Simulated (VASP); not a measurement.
# Sb in VASP: further runs, part 2 of 3

VASP 6.6.1. The steps go on from the part before.

## (4) Electric field gradients, PBEsol (equal xy, yz and zx shear strains of -3 %)

Input file INCAR:

```
PREC = Accurate
ENCUT = 520
EDIFF = 1E-8
ISMEAR = -1
SIGMA = 0.05
LREAL = F
LASPH = T
NELM = 80
ALGO = Normal
ISIF = 2
LWAVE = F
LCHARG = F
GGA = PS
LEFG = T
NBANDS = 8
```

Input file KPOINTS:

```
regular mesh
0
Gamma
  13 13 13
```

Input file POSCAR:

```
Sb
1.0
    3.1600000000     -0.0474000000     -0.0474000000
   -0.0474000000      3.1600000000     -0.0474000000
   -0.0474000000     -0.0474000000      3.1600000000
Sb
1
Direct
    0.0000000000      0.0000000000      0.0000000000
```

Potentials or basis: VASP PAW PBE potentials, release 64 (Sb).

Started as:

```bash
cat potpaw_PBE.64/Sb/POTCAR > POTCAR
mpirun -np 1 vasp_std > vasp.out
```

OUTCAR:

```text
PREC = Accurate
   ENCUT = 520
   EDIFF = 1E-8
   ISMEAR = -1
   LREAL = F
   LASPH = T
   NELM = 80
   ISIF = 2
   GGA = PS

 ion  position               nearest neighbor table
   1  0.000  0.000  0.000-

  LATTYP: Found a trigonal (rhomboedric) cell.
 ALAT       =     3.1607109200
 COS(alpha) =    -0.0297616073

  Lattice vectors:

 A1 = (   3.1600000000,  -0.0474000000,  -0.0474000000)
 A2 = (  -0.0474000000,   3.1600000000,  -0.0474000000)
 A3 = (  -0.0474000000,  -0.0474000000,   3.1600000000)

Analysis of symmetry for initial positions (statically):
=====================================================================
 Subroutine PRICEL returns:
 Original cell was already a primitive cell.

 Routine SETGRP: Setting up the symmetry group for a
 trigonal (rhombohedral) supercell.

 Subroutine GETGRP returns: Found 12 space group operations
 (whereof 12 operations were pure point group operations)
 out of a pool of 12 trial point group operations.

The static configuration has the point symmetry D_3d.

Analysis of symmetry for dynamics (positions and initial velocities):
=====================================================================
 Subroutine PRICEL returns:
 Original cell was already a primitive cell.

 Routine SETGRP: Setting up the symmetry group for a
 trigonal (rhombohedral) supercell.

 Subroutine GETGRP returns: Found 12 space group operations
 (whereof 12 operations were pure point group operations)
 out of a pool of 12 trial point group operations.

The dynamic configuration has the point symmetry D_3d.

 Subroutine INISYM returns: Found 12 space group operations
 (whereof 12 operations are pure point group operations),
 and found     1 'primitive' translations

----------------------------------------------------------------------------------------

                                     Primitive cell

  volume of cell :      31.5330

  direct lattice vectors                    reciprocal lattice vectors
     3.160000000 -0.047400000 -0.047400000     0.316600336  0.004821325  0.004821325
    -0.047400000  3.160000000 -0.047400000     0.004821325  0.316600336  0.004821325
    -0.047400000 -0.047400000  3.160000000     0.004821325  0.004821325  0.316600336

  length of vectors
     3.160710920  3.160710920  3.160710920     0.316673749  0.316673749  0.316673749

  position of ions in fractional coordinates (direct lattice)
     0.000000000  0.000000000  0.000000000

  ion indices of the primitive-cell ions
   primitive index   ion index
                 1           1

----------------------------------------------------------------------------------------

 KPOINTS: regular mesh

Automatic generation of k-mesh.
 Grid dimensions read from file:
 generate k-points for:   13   13   13
[... 57 lines left out ...]
   ICHARG =      2    charge: 1-file 2-atom 10-const
   ISPIN  =      1    spin polarized calculation?
   LNONCOLLINEAR =      F non collinear calculations
   LSORBIT =      F    spin-orbit coupling
   LASPH  =      T    aspherical Exc in radial PAW
   ENCUT  =  520.0 eV  38.22 Ry    6.18 a.u.   5.88  5.88  5.88*2*pi/ulx,y,z
   NELM   =     80;   NELMIN=  2; NELMDL= -5     # of ELM steps
   EDIFF  = 0.1E-07   stopping-criterion for ELM
   LREAL  =      F    real-space projection
   EDIFFG = 0.1E-06   stopping-criterion for IOM
   NSW    =      0    number of steps for IOM
   IBRION =     -1    ionic relax: 0-MD 1-quasi-New 2-CG
   NFREE  =      0    steps in history (QN), initial steepest desc. (CG)
   ISIF   =      2    stress and relaxation
   ISYM   =      2    0-nonsym 1-usesym 2-fastsym
   POTIM  = 0.5000    time-step for ionic-motion
   TEBEG  =    0.0;   TEEND  =   0.0 temperature during run
   PSTRESS=    0.0 pullay stress
   NELECT =       5.0000    total number of electrons
   NUPDOWN=      -1.0000    fix difference up-down
   EMIN   =  10.00;   EMAX   =-10.00  energy-range for DOS
[... 5 lines left out ...]
     AMIX     =   0.40;   BMIX     =  1.00
     AMIX_MAG =   1.60;   BMIX_MAG =  1.00
  volume/ion in A,a.u.               =      31.53       212.80
  Fermi-wavevector in a.u.,A,eV,Ry     =   0.886087  1.674462 10.682622  0.785151
  Thomas-Fermi vector in A             =   2.007207
   LORBIT       =      0    0 simple, 1 ext, 2 COOP (PROOUT), +10 PAW based schemes
   GGA     = PS    functional components
   LHFCALC =     F    Hartree Fock is set to
   AEXX    =    0.0000 exact exchange contribution
   IVDW    =     0    specifies the selected vdW correction
   LEPSILON=     F    determine dielectric tensor
   LRPA    =     F    only Hartree local field effects (RPA)
 non-spin polarized calculation
  energy-cutoff  :      520.00
  volume of cell :       31.53
 maximum number of plane-waves:       873
   NGX = 11   NGY = 11   NGZ = 11

 number of electron       5.0000001 magnetization

 Free energy of the ion-electron system (eV)
  ---------------------------------------------------
  ext. energy  EPLUGINS =         0.00000000
  ---------------------------------------------------
  free energy    TOTEN  =        -4.49831468 eV

  energy without entropy =       -4.49532180  energy(sigma->0) =       -4.49681824

 E-fermi :   6.3391     XC(G=0):  -9.5238

 val. band max:        6.3289882170   @ k =  -0.3846   0.3077   0.3077
 cond. band min:       6.3556999196   @ k =   0.2308   0.2308   0.2308
 fundamental gap:      0.0267117026
 Fermi energy:         6.3390758331

 k-point     1 :       0.0000    0.0000    0.0000
  band No.  band energies     occupation
      1      -5.6778      2.00000
      2       9.3018      0.00000
      3       9.5029      0.00000
      4       9.5029      0.00000
      5      13.2150      0.00000
      6      13.2150      0.00000
      7      14.1144      0.00000
      8      23.6160      0.00000
[... 243 lines left out ...]
 k-point    24 :       0.4615    0.1538    0.0000
  band No.  band energies     occupation
      1      -3.1755      2.00000
      2       1.4833      2.00000
      3       8.5506      0.00000
      4      11.5083      0.00000
      5      13.7561      0.00000
      6      16.0997      0.00000
      7      17.7240      0.00000
      8      17.9768      0.00000

 [... further k-points ...]
[... 5 lines left out ...]
  --------------------------------------------------------------------------------------
  -------------------------------------------------------------------------------------
  Total       -0.9602917     -0.9602917     -0.9602917      0.0888994      0.0888994      0.0888994
  in kB      -48.7920091    -48.7920091    -48.7920091      4.5169419      4.5169419      4.5169419
  external PRESSURE =     -48.7920091 kB  Pullay stress =       0.0000000 kB

 VOLUME and BASIS-vectors are now :
 -----------------------------------------------------------------------------
  energy-cutoff  :      520.00
  volume of cell :       31.53
      direct lattice vectors                 reciprocal lattice vectors
     3.160000000 -0.047400000 -0.047400000     0.316600336  0.004821325  0.004821325
    -0.047400000  3.160000000 -0.047400000     0.004821325  0.316600336  0.004821325
    -0.047400000 -0.047400000  3.160000000     0.004821325  0.004821325  0.316600336

 POSITION                                       TOTAL-FORCE (eV/Angst)
 -----------------------------------------------------------------------------------
      0.00000      0.00000      0.00000         0.000000      0.000000      0.000000
 -----------------------------------------------------------------------------------
    total drift:                               -0.000000      0.000000      0.000000

  FREE ENERGIE OF THE ION-ELECTRON SYSTEM (eV)
  ---------------------------------------------------
  free  energy   TOTEN  =        -4.4983146846 eV

  energy  without entropy=       -4.4953217978  energy(sigma->0) =       -4.49681824

 Electric field gradients (V/A^2)
---------------------------------------------------------------------
 ion       V_xx      V_yy      V_zz      V_xy      V_xz      V_yz
---------------------------------------------------------------------
   1      -0.000    -0.000    -0.000   -10.591   -10.591   -10.591
---------------------------------------------------------------------

 Electric field gradients after diagonalization (V/A^2)
 (convention: |V_zz| > |V_xx| > |V_yy|)
----------------------------------------------------------------------
 ion       V_xx      V_yy      V_zz     asymmetry (V_yy - V_xx)/ V_zz
----------------------------------------------------------------------
   1      10.591    10.591   -21.182       0.000
----------------------------------------------------------------------

           NMR quadrupolar parameters

 Cq : quadrupolar parameter    Cq=e*Q*V_zz/h
 eta: asymmetry parameters     (V_yy - V_xx)/ V_zz
 Q  : nuclear electric quadrupole moment in mb (millibarn)
----------------------------------------------------------------------
 ion       Cq(MHz)       eta       Q (mb)
----------------------------------------------------------------------
   1      -0.051       0.000       1.000
----------------------------------------------------------------------
```

OSZICAR:

```text
N       E                     dE             d eps       ncg     rms          rms(c)
DAV:   1     0.507027849694E+01    0.50703E+01   -0.15878E+03  3712   0.399E+02
DAV:   2    -0.437093456894E+01   -0.94412E+01   -0.89026E+01  5192   0.514E+01
DAV:   3    -0.449909671263E+01   -0.12816E+00   -0.12804E+00  4344   0.681E+00
DAV:   4    -0.449964537463E+01   -0.54866E-03   -0.54866E-03  5616   0.543E-01
DAV:   5    -0.449964774522E+01   -0.23706E-05   -0.23711E-05  4736   0.231E-02    0.167E+00
DAV:   6    -0.449885506788E+01    0.79268E-03   -0.81514E-04  4720   0.156E-01    0.977E-01
DAV:   7    -0.449830931223E+01    0.54576E-03   -0.18211E-03  4160   0.231E-01    0.636E-02
DAV:   8    -0.449831403461E+01   -0.47224E-05   -0.49927E-05  4792   0.469E-02    0.572E-03
DAV:   9    -0.449831486772E+01   -0.83310E-06   -0.86156E-07  5264   0.685E-03    0.212E-03
DAV:  10    -0.449831463009E+01    0.23762E-06   -0.26127E-07  4968   0.255E-03    0.382E-04
DAV:  11    -0.449831467462E+01   -0.44528E-07   -0.40723E-09  4656   0.414E-04    0.105E-04
DAV:  12    -0.449831468456E+01   -0.99374E-08   -0.15284E-09  2952   0.216E-04
   1 F= -.44983147E+01 E0= -.44968182E+01  d E =-.299289E-02
```

It took 31 s on 1 thread of Intel Xeon Platinum 8259CL at 2.50GHz (Skylake/Cascade Lake), shared host; peak memory 0.17 GiB.

Results:

| Quantity | Value |
| --- | --- |
| Free energy | -4.4983 eV |
| Pressure | -4.9 GPa |

Electric field gradients, principal values (V/Å²):
| atom | least | middle | greatest (by size) |
| --- | --- | --- | --- |
| 1 Sb | 10.591 | 10.591 | -21.182 |

Caveat: the cell differs from its parent crystal (equal xy, yz and zx shear strains of -3 %); without QUAD_EFG the Cq values of the log hold for a quadrupole moment of 1 mb, not for the nuclei; the PAW data sets were made with another functional, which shifts forces and pressure a little; spin-orbit coupling is left out, which moves the levels of the heavy elements.

[end of part 2 of 3]
